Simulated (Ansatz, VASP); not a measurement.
**Two plane-wave programs on F**

The input INCAR:

```
SYSTEM = F
PREC     = Accurate       ! precision mode
ENCUT    = 520            ! plane-wave cutoff, eV
EDIFF    = 1E-6           ! SCF threshold, eV
ISMEAR   = 0              ! smearing method
SIGMA    = 0.05           ! smearing width, eV
LREAL    = .False.        ! projectors in reciprocal space
LASPH    = .True.         ! aspherical terms in the spheres
NELM     = 60             ! most SCF steps
ALGO     = Normal         ! electronic algorithm
ISIF     = 2              ! what is computed and relaxed
LWAVE    = .False.        ! write WAVECAR
LCHARG   = .False.        ! write CHGCAR
GGA      = PS             ! functional
NBANDS   = 22             ! bands
```

File KPOINTS:

```
Automatic mesh
0
Gamma
  6 6 4
  0 0 0
```

POSCAR

```
F
1.0
    3.5401180000     -2.0919010000      0.0000000000
    3.5401180000      2.0919010000      0.0000000000
    0.0000000000      0.0000000000      6.4713618900
F
4
Direct
    0.9125420000      0.0874580000      0.0960130000
    0.5874580000      0.4125420000      0.5960130000
    0.4125420000      0.5874580000      0.4039870000
    0.0874580000      0.9125420000      0.9039870000
```

Input for Ansatz:

```yaml
crystal:
  lattice:
    - [3.540118, -2.091901, 0.0]
    - [3.540118, 2.091901, 0.0]
    - [0.0, 0.0, 6.47136189]
  atoms:
    - { symbol: F, position: [0.912542, 0.087458, 0.096013] }
    - { symbol: F, position: [0.587458, 0.412542, 0.596013] }
    - { symbol: F, position: [0.412542, 0.587458, 0.403987] }
    - { symbol: F, position: [0.087458, 0.912542, 0.903987] }
basis:
  ecutwfc: 420
kpoints:
  mp_grid: { grid: [6, 6, 4] }
hamiltonian:
  xc: pbesol
scf:
  occupations: { method: gaussian, width: 0.05 }
output:
  forces: true
  stress: true
  eigenvalues: true
```

Change from the starting cell: strain +0.000 along x and y, +0.015 along z, atoms carried along.

Alike in both runs: task single point; functional PBEsol; k mesh 6 × 6 × 4; occupations gaussian, width 0.05 eV; no spin polarisation.

|  | VASP | Ansatz |
| --- | --- | --- |
| version | VASP 6.6.1 | Ansatz 0.2.0 |
| potentials or method | VASP PAW PBE potentials, release 64 (F), cutoff 520 eV | scalar-relativistic, plane waves, PAW |
| valence electrons in the cell | 28 | 28 |

|  | VASP | Ansatz | Ansatz less VASP |
| --- | --- | --- | --- |
| gap on the k mesh at the Fermi level (eV) | 2.85 | 2.91 | +0.064 |
| least direct gap on the mesh (eV) | 2.85 | 2.91 | +0.064 |
| pressure (GPa) | -2.1 | -2.3 | -0.19 |
| traceless stress, the component that is largest in VASP (GPa) | -1.86 | -2.59 | -0.730 |
| rms of the force components (eV/Å) | 0.565 | 0.769 | +0.2036 |

VASP's potentials were made for PBE, not for PBEsol. Atom by atom the forces differ by 0.204 eV/Å (rms over components). The functional is the same, so the differences come from potentials, cutoffs and numerics.
